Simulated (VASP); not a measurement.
# TaAl2N3 (Cc) in VASP: a series of runs, part 2 of 2

VASP 6.6.1. Earlier steps stand in the parts before.

## 4. Relaxation of cell and atoms, PBE

Input file INCAR:

```
PREC = Accurate ; ENCUT = 600
EDIFF = 1E-6 ; ISMEAR = 0
SIGMA = 0.1 ; LREAL = False
LASPH = True ; NELM = 80
ALGO = Normal ; ISIF = 3
LWAVE = False ; LCHARG = False
GGA = PE ; IBRION = 2
NSW = 90 ; EDIFFG = -0.04
```

Input file KPOINTS:

```
Automatic mesh
0
Gamma
  4 4 4
```

Input file POSCAR:

```
TaAl2N3
1.0
    4.5867958321     -2.5631935639      0.0000000000
    4.5867958321      2.5631935639      0.0000000000
   -0.0923209865      0.0000000000      5.3601461949
Ta Al N
2 4 6
Direct
    0.9881446614      0.0177012822      0.0097588980
    0.0177012822      0.9881446614      0.5097588980
    0.3308759061      0.3316620220      0.7575477814
    0.3316620220      0.3308759061      0.2575477814
    0.6713609673      0.6738248505      0.7518729523
    0.6738248505      0.6713609673      0.2518729523
    0.9980483966      0.3983450007      0.0138833678
    0.0082569080      0.6008327425      0.5165880348
    0.6008327425      0.0082569080      0.0165880348
    0.3983450007      0.9980483966      0.5138833678
    0.3807639241      0.6296959808      0.9544750850
    0.6296959808      0.3807639241      0.4544750850
```

The run is started by

```console
$ cat potpaw_PBE.64/Ta_pv/POTCAR potpaw_PBE.64/Al/POTCAR potpaw_PBE.64/N/POTCAR > POTCAR
$ mpirun -np 1 vasp_std > vasp.out
```

It took 57 min on 1 thread of Intel Xeon 6975P-C (Granite Rapids), shared host; peak memory 0.38 GiB.

The run converged. Its results:

| Property | Result |
| --- | --- |
| Free energy | -99.4700 eV |
| Relaxed volume | 12.02 Å³/atom |
| Relaxed cell | a = 5.616 Å, b = 5.616 Å, c = 5.319 Å, α = 90.01°, β = 90.01°, γ = 59.30° |
| Space group after relaxing (to 0.05 Å) | Cmc2_1 (No. 36) |
| Energy gained by relaxing | 240.4 meV/atom |
| Ionic steps | 84 |
| Pressure after relaxing | -0.1 GPa |
| Largest force after relaxing | 0.035 eV/Å |
| Band gap on the k mesh | zero (band 32 reaches 7.77 eV, above the bottom of band 33 at 6.87 eV) |

Forces in eV/Å, atoms in the order of the input:
```
Ta  -0.005  0.004  0.015
Ta  -0.005 -0.004  0.015
Al   0.007  0.019  0.012
Al   0.007 -0.019  0.012
Al  -0.005 -0.005  0.007
Al  -0.005  0.005  0.007
N    0.021  0.013  0.001
N   -0.022 -0.025 -0.013
N   -0.022  0.025 -0.013
N    0.021 -0.013  0.001
N    0.004  0.025 -0.023
N    0.004 -0.025 -0.023
```

Stress tensor (GPa, compression positive):
```
-0.14  0.00  0.01
 0.00  0.01  0.00
 0.01  0.00 -0.14
```

The path:
```
step  energy change (eV)  largest force (eV/Å)  pressure (GPa)  volume (Å³)
   1              0.0000                0.4411            0.20       126.04
   4             -0.1304                0.7415            0.13       126.65
   7             -0.2520                0.9748            1.07       127.20
  10             -0.6129                0.9085           -1.19       129.28
  13             -0.9943                0.3543           -1.12       130.32
  16             -1.0320                0.2124            0.12       129.91
  19             -1.0415                0.1703            0.28       129.97
  22             -1.0558                0.2079           -0.12       130.73
  25             -1.0964                0.8034            5.66       131.10
  28             -1.0983                0.9101            6.19       131.14
  31             -1.1109                1.0201            6.70       131.35
  34             -1.1930                2.0617           10.71       133.00
  37             -1.2465                2.5330           11.31       134.74
  40             -1.6345                1.8261            5.75       139.01
  43             -1.8820                1.6552            0.44       143.22
  46             -2.4267                1.0614           -3.89       145.64
  49             -2.5993                0.4783            1.85       142.27
  52             -2.7173                0.4737           -0.20       144.26
  55             -2.7668                0.4380            0.49       144.59
  58             -2.8011                0.1560           -0.29       145.22
  61             -2.8065                0.1642            0.26       144.91
  64             -2.8145                0.1319            0.00       144.90
  67             -2.8222                0.2451           -0.23       145.01
  70             -2.8335                0.1940           -0.40       144.94
  73             -2.8464                0.3516            0.29       143.90
  76             -2.8704                0.2311            0.42       144.07
  79             -2.8794                0.1107           -0.38       144.47
  82             -2.8834                0.0680            0.25       144.04
  84             -2.8846                0.0352           -0.09       144.26
```

Final structure:
```
CELL_PARAMETERS angstrom
4.88036 -2.77840 0.04199
4.88036 2.77840 0.04199
-0.04642 0.00000 5.31906
ATOMIC_POSITIONS crystal
Ta 0.88801 0.11720 0.96289
Ta 0.11720 0.88801 0.46289
Al 0.18662 0.46591 0.83989
Al 0.46591 0.18662 0.33989
Al 0.53849 0.81861 0.83996
Al 0.81861 0.53849 0.33996
N 0.85632 0.50914 0.98073
N 0.14842 0.49611 0.48089
N 0.49611 0.14842 0.98089
N 0.50914 0.85632 0.48073
N 0.23436 0.77033 0.89977
N 0.77033 0.23436 0.39977
```

Levels at points of the mesh, in eV from the Fermi level:
| k point | band 28 | band 29 | band 30 | band 31 | band 32 | band 33 | band 34 | band 35 | band 36 | band 37 |
| --- | --- | --- | --- | --- | --- | --- | --- | --- | --- | --- |
| (0.00, 0.00, 0.00) | -4.20 | -3.85 | -3.14 | -1.70 | -1.61 | -0.59 | 1.02 | 1.09 | 1.99 | 2.33 |
| (0.50, 0.00, 0.00) | -3.55 | -3.29 | -3.22 | -1.43 | -0.51 | -0.13 | 0.84 | 1.23 | 1.78 | 2.41 |
| (0.50, 0.50, 0.00) | -3.65 | -3.53 | -3.24 | -1.45 | -0.49 | 0.01 | 0.94 | 1.48 | 2.16 | 2.60 |
| (0.00, 0.00, 0.50) | -4.16 | -4.11 | -4.11 | 0.09 | 0.09 | 0.57 | 0.57 | 1.83 | 1.83 | 2.37 |
| (0.50, 0.00, 0.50) | -4.11 | -3.32 | -3.31 | -0.09 | -0.09 | 0.54 | 0.54 | 1.52 | 1.52 | 2.72 |
| (0.50, 0.50, 0.50) | -3.82 | -3.71 | -3.71 | 0.28 | 0.28 | 0.71 | 0.71 | 1.65 | 1.65 | 3.12 |

Caveat: spin-orbit coupling is left out, which moves the levels of the heavy elements.

## 5. Overview

| task | cell | cutoff (eV) | gap on the mesh (eV) | pressure (GPa) | largest force (eV/Å) |
| --- | --- | --- | --- | --- | --- |
| single point | a = 5.254, b = 5.254, c = 5.361 Å, angles 90.9, 90.9, 58.4°, 12 atoms | 520 | none | 0.3 | 0.44 |
| single point | a = 5.612, b = 5.612, c = 5.329 Å, angles 90.0, 90.0, 59.4°, 12 atoms | 520 | none | 0.1 | 0.09 |
| relaxation of cell and atoms | relaxed from a = 5.254, b = 5.254, c = 5.361 Å, angles 90.9, 90.9, 58.4°, 12 atoms | 600 | none | -0.1 | 0.04 |

Alike in all rows: level PBE; potentials or basis VASP PAW PBE potentials, release 64 (Ta_pv, Al, N); no spin polarisation; k mesh 4 × 4 × 4; smearing gaussian 0.1 eV.

Caveats: spin-orbit coupling is left out, which moves the levels of the heavy elements.

Total energies depend on the potentials used, so only differences within one code and one set of settings carry meaning.
